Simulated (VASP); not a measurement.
Runs of VASP 6.6.1 on TePb. It takes space group Fm-3m (No. 225, cubic). Conventional cell: a = 6.536 Å, b = 6.536 Å, c = 6.536 Å, α = 90.00°, β = 90.00°, γ = 90.00°. Te (site symmetry m-3m) has 6 Pb at 3.27 Å within 4.3 Å. Within 4.3 Å of Pb (site symmetry m-3m) lie 6 Te at 3.27 Å. 

| task | level | potentials or basis | k mesh | cutoff (eV) | smearing | grid for exact exchange (PRECFOCK) | screening parameter | GW scheme | GW iterations | cutoff of the response function | gap on the mesh (eV) | pressure (GPa) |
| --- | --- | --- | --- | --- | --- | --- | --- | --- | --- | --- | --- | --- |
| single point | r2SCAN | VASP PAW PBE potentials, release 64 (Te, Pb_d) | 6 × 6 × 6 | 520 | gaussian 0.01 eV | - | - | - | - | - | (b) | 0.0 |
| single point | PBEsol | VASP PAW PBE potentials, release 64 (Te, Pb_d) | 6 × 6 × 6 | 520 | methfessel-paxton 0.5 eV | - | - | - | - | - | 0.74 | -1.9 |
| single point | PBEsol | VASP PAW PBE potentials, release 64 (Te, Pb_d) | 6 × 6 × 6 | 520 | gaussian 0.01 eV | - | - | - | - | - | 0.74 | -1.8 |
| single point | HSE06 | VASP PAW PBE potentials, release 64 (Te, Pb_d) | 2 × 2 × 2 | 520 | gaussian 0.01 eV | Normal | 0.2079 1/Å | - | - | - | 1.30 | (c) |
| single point | HSE06 | VASP PAW PBE potentials, release 64 (Te, Pb_d) | 4 × 4 × 4 | 520 | gaussian 0.01 eV | Normal | 0.2079 1/Å | - | - | - | 1.17 | -0.5 |
| single point | LDA | VASP PAW LDA potentials, release 64 (Te, Pb_d) | 6 × 6 × 6 | 520 | gaussian 0.01 eV | - | - | - | - | - | 0.70 | -2.9 |
| single point | PBEsol | VASP PAW PBE potentials, release 64 (Te, Pb_d) | 5 × 5 × 5 | 520 | gaussian 0.01 eV | - | - | - | - | - | - | -1.8 |
| single point | PBE | VASP PAW PBE potentials, release 64 (Te, Pb_d) | 2 × 2 × 2 | 520 | gaussian 0.01 eV | - | - | - | - | - | (a) | 7.2 |
| single point | PBEsol | VASP PAW PBE potentials, release 64 (Te, Pb_d) | 6 × 6 × 6 | 520 | gaussian 0.5 eV | - | - | - | - | - | 0.74 | -1.8 |

Alike in all rows: no spin polarisation; cell a = 4.621 Å, angles 60.0°, 2 atoms.

Q: Estimate the missing entries.

A: (a) 0.65; (b) 1.09; (c) 5.7.

Caveats: some runs use coarse meshes; spin-orbit coupling is left out, which moves the levels of the heavy elements; the PAW data sets were made with another functional, which shifts forces and pressure a little (some runs).

A k mesh can miss the band edges, and the runs leave out spin-orbit coupling on Pb, Te.
